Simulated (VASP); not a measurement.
# SbS (R-3m) in VASP: further runs, part 2 of 2

VASP 6.6.1. Earlier steps stand in the parts before.

### 3 Single point, r2SCAN

This run uses another cell than the first one, of 38.50 Å³/atom.

POSCAR

```
SbS
1.0
    1.9109276654      1.1032746020      6.0866584899
   -1.9109276654      1.1032746020      6.0866584899
    0.0000000000     -2.2065492041      6.0866584899
Sb S
1 1
Direct
    0.0000000000      0.0000000000      0.0000000000
    0.5000000000      0.5000000000      0.5000000000
```

INCAR.step1

```
PREC = Accurate ; ENCUT = 520
ISMEAR = 0 ; SIGMA = 0.1
LREAL = F ; LASPH = T
NELM = 60 ; NBANDS = 12
GGA = PE ; ALGO = Normal
EDIFF = 1E-4 ; LWAVE = T
LCHARG = F
```

INCAR.step2

```
PREC = Accurate ; ENCUT = 520
EDIFF = 1E-6 ; ISMEAR = 0
SIGMA = 0.1 ; LREAL = F
LASPH = T ; NELM = 60
ALGO = Normal ; ISIF = 2
LWAVE = F ; LCHARG = F
METAGGA = R2SCAN ; LMIXTAU = T
NBANDS = 12 ; ISTART = 1
```

KPOINTS

```
regular mesh
0
Gamma
  6 6 6
```

Potentials or basis: VASP PAW PBE potentials, release 64 (Sb, S).

Launch:

```bash
cat potpaw_PBE.64/Sb/POTCAR potpaw_PBE.64/S/POTCAR > POTCAR
cp INCAR.step1 INCAR
mpirun -np 1 vasp_std > vasp.out
cp INCAR.step2 INCAR
mpirun -np 1 vasp_std > vasp.out
```

OUTCAR:

```text
PREC = Accurate
   ENCUT = 520
   EDIFF = 1E-6
   ISMEAR = 0
   LREAL = F
   LASPH = T
   NELM = 60
   ISIF = 2
   METAGGA = R2SCAN
   ISTART = 1

 ion  position               nearest neighbor table
   1  0.000  0.000  0.000-
   2  0.500  0.500  0.500-

  LATTYP: Found a trigonal (rhomboedric) cell.
 ALAT       =     6.4742776402
 COS(alpha) =     0.8257648184

  Lattice vectors:

 A1 = (   1.9109276654,   1.1032746020,   6.0866584899)
[... 534 lines left out ...]
      4      -0.4924      2.00000
      5       0.8714      2.00000
      6       1.4550      1.88500
      7       1.9032      0.00000
      8       2.8071      0.00000
      9       8.1278      0.00000
     10       9.6149      0.00000
     11       9.8276      0.00000
     12      11.0640      0.00000

 [... further k-points ...]
[... 5 lines left out ...]
  --------------------------------------------------------------------------------------
  -------------------------------------------------------------------------------------
  Total       -4.6713057     -4.6713057     -6.5396293      0.0000000      0.0000000      0.0000000
  in kB      -97.2054962    -97.2054962   -136.0835582      0.0000000      0.0000000      0.0000000
  external PRESSURE =    -110.1648502 kB  Pullay stress =       0.0000000 kB

 VOLUME and BASIS-vectors are now :
 -----------------------------------------------------------------------------
  energy-cutoff  :      520.00
  volume of cell :       76.99
      direct lattice vectors                 reciprocal lattice vectors
     1.910927665  1.103274602  6.086658490     0.261653023  0.151065443  0.054764586
    -1.910927665  1.103274602  6.086658490    -0.261653023  0.151065443  0.054764586
     0.000000000 -2.206549204  6.086658490     0.000000000 -0.302130886  0.054764586

 POSITION                                       TOTAL-FORCE (eV/Angst)
 -----------------------------------------------------------------------------------
      0.00000      0.00000      0.00000         0.000000      0.000000     -0.000000
      0.00000     -0.00000      9.12999        -0.000000     -0.000000      0.000000
 -----------------------------------------------------------------------------------
    total drift:                                0.000000      0.000000     -0.000000

  FREE ENERGIE OF THE ION-ELECTRON SYSTEM (eV)
  ---------------------------------------------------
  free  energy   TOTEN  =       -30.4414261188 eV

  energy  without entropy=      -30.4250147410  energy(sigma->0) =      -30.43322043
```

Wall time 5.7 min (1 thread of AMD EPYC 7R13, shared host); peak memory 0.33 GiB.

What came out:

```yaml
Free_energy: -30.4414 eV
Pressure: -11.0 GPa
Band_gap_on_the_k_mesh: zero (an odd number of electrons rules out a gap without spin polarisation)
```

Caveat: the cell stands under tension; the PAW data sets were made with another functional, which shifts forces and pressure a little; spin-orbit coupling is left out, which moves the levels of the heavy elements.

### 4 Single point, r2SCAN

This run uses another cell than the first one, of 22.82 Å³/atom.

POSCAR

```
SbS
1.0
    1.8463059446      1.0659652341      3.8650813426
   -1.8463059446      1.0659652341      3.8650813426
    0.0000000000     -2.1319304682      3.8650813426
Sb S
1 1
Direct
    0.0000000000      0.0000000000      0.0000000000
    0.5000000000      0.5000000000      0.5000000000
```

INCAR.step1

```
PREC = Accurate
ENCUT = 520
ISMEAR = 0
SIGMA = 0.1
LREAL = F
LASPH = T
NELM = 60
NBANDS = 12
GGA = PE
ALGO = Normal
EDIFF = 1E-4
LWAVE = T
LCHARG = F
```

INCAR.step2

```
PREC = Accurate
ENCUT = 520
EDIFF = 1E-6
ISMEAR = 0
SIGMA = 0.1
LREAL = F
LASPH = T
NELM = 60
ALGO = Normal
ISIF = 2
LWAVE = F
LCHARG = F
METAGGA = R2SCAN
LMIXTAU = T
NBANDS = 12
ISTART = 1
```

KPOINTS

```
regular mesh
0
Gamma
  18 18 18
```

Launch:

```bash
cat potpaw_PBE.64/Sb/POTCAR potpaw_PBE.64/S/POTCAR > POTCAR
cp INCAR.step1 INCAR
mpirun -np 1 vasp_std > vasp.out
cp INCAR.step2 INCAR
mpirun -np 1 vasp_std > vasp.out
```

It took 42 min on 1 thread of AMD EPYC 7R13, shared host; peak memory 0.44 GiB.

Results (log left out):

- Free energy: -33.5632 eV
- Pressure: -0.3 GPa
- Band gap on the k mesh: zero (an odd number of electrons rules out a gap without spin polarisation)

Levels at points of the mesh, in eV from the Fermi level:
```tsv
k point	band 3	band 4	band 5	band 6	band 7	band 8
(0.00, 0.00, 0.00)	-5.35	-2.64	-2.64	3.30	3.30	3.88
(0.50, 0.00, 0.00)	-3.99	-2.88	-2.74	-1.35	-0.47	-0.06
(0.50, 0.50, 0.00)	-7.35	-6.03	-4.23	2.81	2.97	3.63
(0.50, 0.50, 0.50)	-2.33	-2.33	0.16	0.38	1.23	1.23
```

Caveat: the PAW data sets were made with another functional, which shifts forces and pressure a little; spin-orbit coupling is left out, which moves the levels of the heavy elements.

### 5 Summary

| cell | k mesh | gap on the mesh (eV) | pressure (GPa) |
| --- | --- | --- | --- |
| a = 4.424 Å, angles 49.0°, 2 atoms | 6 × 6 × 6 | none | -0.1 |
| a = 6.474 Å, angles 34.3°, 2 atoms | 6 × 6 × 6 | none | -11.0 |
| a = 4.414 Å, angles 49.5°, 2 atoms | 18 × 18 × 18 | none | -0.3 |

Alike in all rows: task single point; level r2SCAN; potentials or basis VASP PAW PBE potentials, release 64 (Sb, S); no spin polarisation; cutoff (eV) 520; smearing gaussian 0.1 eV.

Caveats: the PAW data sets were made with another functional, which shifts forces and pressure a little; spin-orbit coupling is left out, which moves the levels of the heavy elements; the cell stands under tension (at least some runs).

Total energies depend on the potentials used, so only differences within one code and one set of settings carry meaning.
